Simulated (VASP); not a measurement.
# BiBrO (P4/nmm) in VASP: further runs, part 3 of 3

VASP 6.6.1.

### 5 Single point, LDA

This run uses another cell than the first one, of 18.82 Å³/atom.

Input file INCAR:

```
PREC = Accurate ; ENCUT = 520
EDIFF = 1E-7 ; ISMEAR = 0
SIGMA = 0.05 ; LREAL = F
LASPH = T ; NELM = 80
ALGO = Normal ; ISIF = 2
LWAVE = F ; LCHARG = T
LELF = T ; LVHAR = T
NBANDS = 37
```

Input file KPOINTS:

```
Automatic mesh
0
Gamma
  8 8 4
```

Input file POSCAR:

```
BiBrO
1.0
    3.7532000000      0.0000000000      0.0000000000
    0.0000000000      3.7532000000      0.0000000000
    0.0000000000      0.0000000000      8.0182000000
Bi Br O
2 2 2
Direct
    0.0000000000      0.5000000000      0.1575579020
    0.5000000000      0.0000000000      0.8424420980
    0.0000000000      0.5000000000      0.6517216503
    0.5000000000      0.0000000000      0.3482783497
    0.0000000000      0.0000000000      0.0000000000
    0.5000000000      0.5000000000      0.0000000000
```

Potentials or basis: VASP PAW LDA potentials, release 64 (Bi_d, Br, O).

Command:

```bash
$ cat potpaw_LDA.64/Bi_d/POTCAR potpaw_LDA.64/Br/POTCAR potpaw_LDA.64/O/POTCAR > POTCAR
$ mpirun -np 1 vasp_std > vasp.out
```

OUTCAR:

```text
PREC = Accurate
   ENCUT = 520
   EDIFF = 1E-7
   ISMEAR = 0
   LREAL = F
   LASPH = T
   NELM = 80
   ISIF = 2

 ion  position               nearest neighbor table
   1  0.000  0.500  0.158-   5 2.26   6 2.26   5 2.26   6 2.26   4 3.06   4 3.06   4 3.06   4 3.06
                             2 3.66   2 3.66   2 3.66   2 3.66
   2  0.500  0.000  0.842-   5 2.26   6 2.26   6 2.26   5 2.26   3 3.06   3 3.06   3 3.06   3 3.06
                             1 3.66   1 3.66   1 3.66   1 3.66
   3  0.000  0.500  0.652-   2 3.06   2 3.06   2 3.06   2 3.06
   4  0.500  0.000  0.348-   1 3.06   1 3.06   1 3.06   1 3.06
   5  0.000  0.000  0.000-   1 2.26   2 2.26   1 2.26   2 2.26
   6  0.500  0.500  0.000-   1 2.26   2 2.26   2 2.26   1 2.26

  LATTYP: Found a simple tetragonal cell.
 ALAT       =     3.7532000000
 C/A-ratio  =     2.1363636364

  Lattice vectors:

 A1 = (   3.7532000000,   0.0000000000,   0.0000000000)
 A2 = (   0.0000000000,   3.7532000000,   0.0000000000)
 A3 = (   0.0000000000,   0.0000000000,   8.0182000000)

Analysis of symmetry for initial positions (statically):
=====================================================================
 Subroutine PRICEL returns:
 Original cell was already a primitive cell.

 Routine SETGRP: Setting up the symmetry group for a
 simple tetragonal supercell.

 Subroutine GETGRP returns: Found 16 space group operations
 (whereof  8 operations were pure point group operations)
 out of a pool of 16 trial point group operations.

The static configuration has the point symmetry D_2d.
 The point group associated with its full space group is D_4h.

Analysis of symmetry for dynamics (positions and initial velocities):
=====================================================================
 Subroutine PRICEL returns:
 Original cell was already a primitive cell.

 Routine SETGRP: Setting up the symmetry group for a
 simple tetragonal supercell.

 Subroutine GETGRP returns: Found 16 space group operations
 (whereof  8 operations were pure point group operations)
 out of a pool of 16 trial point group operations.

The dynamic configuration has the point symmetry D_2d.
 The point group associated with its full space group is D_4h.

 Subroutine INISYM returns: Found 16 space group operations
 (whereof  8 operations are pure point group operations),
 and found     1 'primitive' translations

----------------------------------------------------------------------------------------

                                     Primitive cell

  volume of cell :     112.9485

  direct lattice vectors                    reciprocal lattice vectors
     3.753200000  0.000000000  0.000000000     0.266439305  0.000000000  0.000000000
     0.000000000  3.753200000  0.000000000     0.000000000  0.266439305  0.000000000
     0.000000000  0.000000000  8.018200000     0.000000000  0.000000000  0.124716270

  length of vectors
     3.753200000  3.753200000  8.018200000     0.266439305  0.266439305  0.124716270

  position of ions in fractional coordinates (direct lattice)
     0.000000000  0.500000000  0.157557902
     0.500000000  0.000000000  0.842442098
     0.000000000  0.500000000  0.651721650
     0.500000000  0.000000000  0.348278350
     0.000000000  0.000000000  0.000000000
[... 33 lines left out ...]
 ===========================================

 Found     45 irreducible k-points:

 Following reciprocal coordinates:
            Coordinates               Weight
  0.000000  0.000000  0.000000      1.000000
  0.125000  0.000000  0.000000      4.000000
  0.250000  0.000000  0.000000      4.000000
  0.375000  0.000000  0.000000      4.000000
  0.500000  0.000000  0.000000      2.000000
  0.125000  0.125000  0.000000      4.000000
[... 16 lines left out ...]
  0.375000  0.125000  0.250000     16.000000
  0.500000  0.125000  0.250000      8.000000
 [... further k-points ...]
   k-points           NKPTS =     45   k-points in BZ     NKDIM =     45   number of bands    NBANDS=     37
   number of dos      NEDOS =    301   number of ions     NIONS =      6
   total plane-waves  NPLWV =  47040
   dimension x,y,z NGX =    28 NGY =   28 NGZ =   60
   dimension x,y,z NGXF=    56 NGYF=   56 NGZF=  120
   ions per type =               2   2   2
   NGX,Y,Z   is equivalent  to a cutoff of  12.40, 12.40, 12.44 a.u.
   NGXF,Y,Z  is equivalent  to a cutoff of  24.80, 24.80, 24.88 a.u.
 SYSTEM =  unknown system
   PREC   = accura    normal or accurate (medium, high low for compatibility)
   ISTART =      0    job   : 0-new  1-cont  2-samecut
   ICHARG =      2    charge: 1-file 2-atom 10-const
   ISPIN  =      1    spin polarized calculation?
   LNONCOLLINEAR =      F non collinear calculations
   LSORBIT =      F    spin-orbit coupling
   LASPH  =      T    aspherical Exc in radial PAW
   ENCUT  =  520.0 eV  38.22 Ry    6.18 a.u.   6.98  6.98 14.91*2*pi/ulx,y,z
   NELM   =     80;   NELMIN=  2; NELMDL= -5     # of ELM steps
   EDIFF  = 0.1E-06   stopping-criterion for ELM
   LREAL  =      F    real-space projection
   EDIFFG = 0.1E-05   stopping-criterion for IOM
   NSW    =      0    number of steps for IOM
   IBRION =     -1    ionic relax: 0-MD 1-quasi-New 2-CG
   NFREE  =      0    steps in history (QN), initial steepest desc. (CG)
   ISIF   =      2    stress and relaxation
   ISYM   =      2    0-nonsym 1-usesym 2-fastsym
   POTIM  = 0.5000    time-step for ionic-motion
   TEBEG  =    0.0;   TEEND  =   0.0 temperature during run
   PSTRESS=    0.0 pullay stress
   NELECT =      56.0000    total number of electrons
   NUPDOWN=      -1.0000    fix difference up-down
   EMIN   =  10.00;   EMAX   =-10.00  energy-range for DOS
   EFERMI =   0.00;   METHOD = LEGACY
   ISMEAR =     0;   SIGMA  =   0.05  broadening in eV -4-tet -1-fermi 0-gaus
   EFERMI_NEDOS =   21; number of points for ismear=-14 and -15
   IALGO  =     38    algorithm
   IMIX   =      4    mixing-type and parameters
     AMIX     =   0.40;   BMIX     =  1.00
     AMIX_MAG =   1.60;   BMIX_MAG =  1.00
  volume/ion in A,a.u.               =      18.82       127.04
  Fermi-wavevector in a.u.,A,eV,Ry     =   1.295719  2.448553 22.842645  1.678887
  Thomas-Fermi vector in A             =   2.427221
   LORBIT       =      0    0 simple, 1 ext, 2 COOP (PROOUT), +10 PAW based schemes
   GGA     = CA    functional components
   LHFCALC =     F    Hartree Fock is set to
   AEXX    =    0.0000 exact exchange contribution
   IVDW    =     0    specifies the selected vdW correction
   LEPSILON=     F    determine dielectric tensor
   LRPA    =     F    only Hartree local field effects (RPA)
 non-spin polarized calculation
 Gauss-broadening in eV      SIGMA  =   0.05
  energy-cutoff  :      520.00
  volume of cell :      112.95
 maximum number of plane-waves:      3066
 NGX is ok and might be reduce to    28
   NGX = 13   NGY = 13   NGZ = 29

 number of electron      56.0000002 magnetization

 Free energy of the ion-electron system (eV)
  ---------------------------------------------------
  ext. energy  EPLUGINS =         0.00000000
  ---------------------------------------------------
  free energy    TOTEN  =       -31.74781527 eV

  energy without entropy =      -31.74781527  energy(sigma->0) =      -31.74781527

 E-fermi :   5.7625     XC(G=0): -10.8863

 val. band max:        5.4825180312   @ k =   0.3750   0.0000   0.5000
 cond. band min:       7.6707625696   @ k =   0.0000   0.0000   0.5000
 fundamental gap:      2.1882445385
 Fermi energy:         5.7625097727

 k-point     1 :       0.0000    0.0000    0.0000
  band No.  band energies     occupation
      1     -16.9224      2.00000
      2     -16.6531      2.00000
      3     -16.6302      2.00000
      4     -16.6302      2.00000
      5     -16.6019      2.00000
      6     -16.5567      2.00000
[... 949 lines left out ...]
     36      14.1400      0.00000
     37      14.5755      0.00000

 [... further k-points ...]
[... 5 lines left out ...]
  --------------------------------------------------------------------------------------
  -------------------------------------------------------------------------------------
  Total        6.0070559      6.0070559      2.7306587      0.0000000     -0.0000000      0.0000000
  in kB       85.2102731     85.2102731     38.7344776      0.0000000     -0.0000000      0.0000000
  external PRESSURE =      69.7183412 kB  Pullay stress =       0.0000000 kB

 VOLUME and BASIS-vectors are now :
 -----------------------------------------------------------------------------
  energy-cutoff  :      520.00
  volume of cell :      112.95
      direct lattice vectors                 reciprocal lattice vectors
     3.753200000  0.000000000  0.000000000     0.266439305  0.000000000  0.000000000
     0.000000000  3.753200000  0.000000000     0.000000000  0.266439305  0.000000000
     0.000000000  0.000000000  8.018200000     0.000000000  0.000000000  0.124716270

 POSITION                                       TOTAL-FORCE (eV/Angst)
 -----------------------------------------------------------------------------------
      0.00000      1.87660      1.26333        -0.000000      0.000000      0.424782
      1.87660      0.00000      6.75487         0.000000      0.000000     -0.424782
      0.00000      1.87660      5.22563         0.000000      0.000000     -0.189797
      1.87660      0.00000      2.79257         0.000000     -0.000000      0.189797
      0.00000      0.00000      0.00000         0.000000     -0.000000     -0.000000
      1.87660      1.87660      0.00000         0.000000      0.000000     -0.000000
 -----------------------------------------------------------------------------------
    total drift:                                0.000000      0.000000     -0.000000

  FREE ENERGIE OF THE ION-ELECTRON SYSTEM (eV)
  ---------------------------------------------------
  free  energy   TOTEN  =       -31.7478152729 eV

  energy  without entropy=      -31.7478152729  energy(sigma->0) =      -31.74781527
```

It took 90 s on 1 thread of AMD EPYC 9R45 (Zen 5), shared host; peak memory 0.25 GiB.

Results:

```
Free energy            : -31.7478 eV
Pressure               : 7.0 GPa
Largest force          : 0.425 eV/Å
Band gap on the k mesh : 2.19 eV (least direct gap 2.55 eV)
```

Forces in eV/Å, atoms in the order of the input:
```
Bi   0.000  0.000  0.425
Bi   0.000  0.000 -0.425
Br   0.000  0.000 -0.190
Br   0.000  0.000  0.190
O    0.000  0.000  0.000
O    0.000  0.000  0.000
```

Stress tensor (GPa, compression positive):
```
8.52 0.00 0.00
0.00 8.52 0.00
0.00 0.00 3.87
```

Caveat: the cell stands under pressure; spin-orbit coupling is left out, which moves the levels of the heavy elements. A hybrid or GW would open this gap; LDA tends to underestimate it.

### 6 Summary

| cell | gap on the mesh (eV) | pressure (GPa) | largest force (eV/Å) |
| --- | --- | --- | --- |
| a = 3.753, b = 3.753, c = 7.887 Å, 6 atoms | 2.12 | 8.9 | 0.77 |
| a = 3.688, b = 3.688, c = 8.281 Å, 6 atoms | 2.41 | 8.1 | 0.18 |
| a = 3.818, b = 3.818, c = 7.755 Å, 6 atoms | 2.01 | 6.0 | 0.73 |
| a = 3.753, b = 3.753, c = 8.018 Å, 6 atoms | 2.19 | 7.0 | 0.42 |

Alike in all rows: task single point; level LDA; potentials or basis VASP PAW LDA potentials, release 64 (Bi_d, Br, O); no spin polarisation; k mesh 8 × 8 × 4; cutoff (eV) 520; smearing gaussian 0.05 eV.

Caveats: spin-orbit coupling is left out, which moves the levels of the heavy elements; the cell stands under pressure (at least some runs); the stress differs along the axes, from 3 to 11 GPa (at least some runs).

Total energies depend on the potentials used, so only differences within one code and one set of settings carry meaning.
